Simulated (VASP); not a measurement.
Input of a VASP 6.6.1 run:

INCAR

```
  PREC = Accurate
  ENCUT = 600
  EDIFF = 1E-7
  ISMEAR = -1
  SIGMA = 0.05
  LREAL = F
  LASPH = T
  NELM = 80
  ALGO = Normal
  ISIF = 3
  LWAVE = F
  LCHARG = F
  GGA = PE
  IBRION = 2
  NSW = 60
  EDIFFG = -0.01
```

Contents of KPOINTS:

```
regular mesh
0
Gamma
  11 11 6
```

The input POSCAR:

```
Ir
1.0
    2.7513778946      0.0000000000      0.0000000000
   -1.3756889473      2.3827631521      0.0000000000
    0.0000000000      0.0000000000      4.4622900000
Ir
2
Direct
    0.3333333333      0.6666666667      0.2500000000
    0.6666666667      0.3333333333      0.7500000000
```

Potentials or basis: VASP PAW PBE potentials, release 64 (Ir).

The run is started by

```sh
$ cat potpaw_PBE.64/Ir/POTCAR > POTCAR
$ mpirun -np 1 vasp_std > vasp.out
```

Task: Estimate the band gap on the k mesh.

Result: Zero (band 9 reaches 10.90 eV, above the bottom of band 10 at 7.81 eV).

Task: Estimate the space group after relaxing (to 0.05 Å).

Result: P6_3/mmc (No. 194).

The path:
| step | energy change (eV) | largest force (eV/Å) | pressure (GPa) | volume (Å³) |
| --- | --- | --- | --- | --- |
| 1 | 0.0000 | 0.0000 | -0.74 | 29.25 |
| 2 | 0.0016 | 0.0000 | 2.68 | 28.97 |
| 3 | -0.0002 | 0.0000 | 0.04 | 29.19 |
| 4 | -0.0002 | 0.0000 | 0.02 | 29.19 |
| 5 | -0.0002 | 0.0000 | 0.00 | 29.19 |

Caveat: spin-orbit coupling is left out, which moves the levels of the heavy elements.
